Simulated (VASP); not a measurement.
Set up this calculation in VASP 6.6.1, as the native input.

```
Task                               : single point
Functional                         : PBE-based global hybrid
Potentials or basis                : VASP PAW PBE potentials, release 64 (Mg, O)
Cutoff                             : 520 eV
k mesh                             : 6 × 6 × 6
Occupations                        : gaussian, width 0.05 eV
Spin                               : no spin polarisation
Dipole correction                  : no
Grid for exact exchange (PRECFOCK) : Normal
Share of exact exchange            : 0.1
Further INCAR settings             : ALGO = Normal; EDIFF = 1e-07; NBANDS = 11
```

MgO:

```
CELL_PARAMETERS angstrom
0.00000 2.13515 2.13515
2.13515 0.00000 2.13515
2.13515 2.13515 0.00000
ATOMIC_POSITIONS crystal
Mg 0.00000 0.00000 0.00000
O 0.50000 0.50000 0.50000
```

One way to write it, as run:

POSCAR

```
MgO
1.0
    0.0000000000      2.1351491430      2.1351491430
    2.1351491430      0.0000000000      2.1351491430
    2.1351491430      2.1351491430      0.0000000000
Mg O
1 1
Direct
    0.0000000000      0.0000000000      0.0000000000
    0.5000000000      0.5000000000      0.5000000000
```

INCAR.step1

```
SYSTEM = MgO
PREC = Accurate ; ENCUT = 520
EDIFF = 1E-5 ; ISMEAR = 0
SIGMA = 0.05 ; LREAL = .FALSE.
LASPH = .TRUE. ; NELM = 80
ALGO = Normal ; ISIF = 2
LWAVE = .TRUE. ; LCHARG = .FALSE.
GGA = PE ; NBANDS = 11
```

INCAR.step2

```
SYSTEM = MgO
PREC = Accurate ; ENCUT = 520
EDIFF = 1E-7 ; ISMEAR = 0
SIGMA = 0.05 ; LREAL = .FALSE.
LASPH = .TRUE. ; NELM = 80
ALGO = Normal ; ISIF = 2
LWAVE = .FALSE. ; LCHARG = .FALSE.
GGA = PE ; LHFCALC = .TRUE.
AEXX = 0.1 ; PRECFOCK = Normal
ISTART = 1 ; NBANDS = 11
```

KPOINTS

```
regular mesh
0
G
  6 6 6
  0 0 0
```

Potentials or basis: VASP PAW PBE potentials, release 64 (Mg, O).

Command:

```console
$ cat potpaw_PBE.64/Mg/POTCAR potpaw_PBE.64/O/POTCAR > POTCAR
$ cp INCAR.step1 INCAR
$ mpirun -np 1 vasp_std > vasp.out
$ cp INCAR.step2 INCAR
$ mpirun -np 1 vasp_std > vasp.out
```

Results of the run:

* Pressure: -4.6 GPa
* Band gap on the k mesh: 5.29 eV, direct

Caveat: the k points lie up to 0.42 Å⁻¹ apart; the PAW data sets were made with another functional, which shifts forces and pressure a little.

Wall time 7.1 min on 1 thread of Intel(R) Xeon(R) Platinum 8259CL CPU @ 2.50GHz (Skylake/Cascade Lake) (shared host), peak memory 0.15 GiB.
